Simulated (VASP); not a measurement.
KCdCO3F: single point with PBE

KCdCO3F:

```
K Cd C O F
1.0
     5.13240    0.00000    0.00000
    -2.56620    4.44479    0.00000
     0.00000    0.00000    4.43240
K Cd C O F
1 1 1 3 1
Direct
  0.00000 0.00000 0.00000
  0.66667 0.33333 0.50000
  0.33333 0.66667 0.50000
  0.19250 0.38500 0.50000
  0.19250 0.80750 0.50000
  0.61500 0.80750 0.50000
  0.66667 0.33333 0.00000
```

```json
{"Program": "VASP 6.6.1", "Task": "single point", "Functional": "PBE", "Potentials or basis": "VASP PAW PBE potentials, release 64 (K_sv, Cd, C, O, F)", "Cutoff": "520 eV", "k mesh": "6 × 6 × 4", "Occupations": "gaussian, width 0.1 eV", "Spin": "no spin polarisation"}
```

```yaml
Pressure: 7.0 GPa
Largest_force: 3.448 eV/Å
Band_gap_on_the_k_mesh: 1.69 eV
```

Forces on the atoms (eV/Å):
```
K    0.000  0.000  0.000
Cd   0.000  0.000  0.000
C    0.000  0.000  0.000
O    0.000 -3.448  0.000
O   -2.986  1.724  0.000
O    2.986  1.724  0.000
F    0.000  0.000  0.000
```

Stress tensor (GPa, compression positive):
```
9.80 0.00 0.00
0.00 9.80 0.00
0.00 0.00 1.34
```

Levels at points of the mesh, in eV from the valence-band top:
```
           k point  band 23  band 24  band 25  band 26  band 27  band 28
(0.00, 0.00, 0.00)    -1.58    -1.58     0.00     1.69     6.17     6.28
(0.50, 0.00, 0.00)    -1.56    -1.53    -0.15     3.76     5.96     6.28
(0.00, 0.00, 0.50)    -1.53    -1.53     0.00     3.94     5.23     6.48
(0.50, 0.00, 0.50)    -1.52    -1.49    -0.15     5.27     6.41     6.82
```

Wall time 71 s on 1 thread of Intel(R) Xeon(R) Platinum 8488C (Sapphire Rapids) (shared host), peak memory 0.27 GiB.

Caveat: the cell stands under pressure; forces of over 1 eV/Å act on the atoms, so gaps and moduli don't describe the material at rest. A k mesh can miss the band edges.
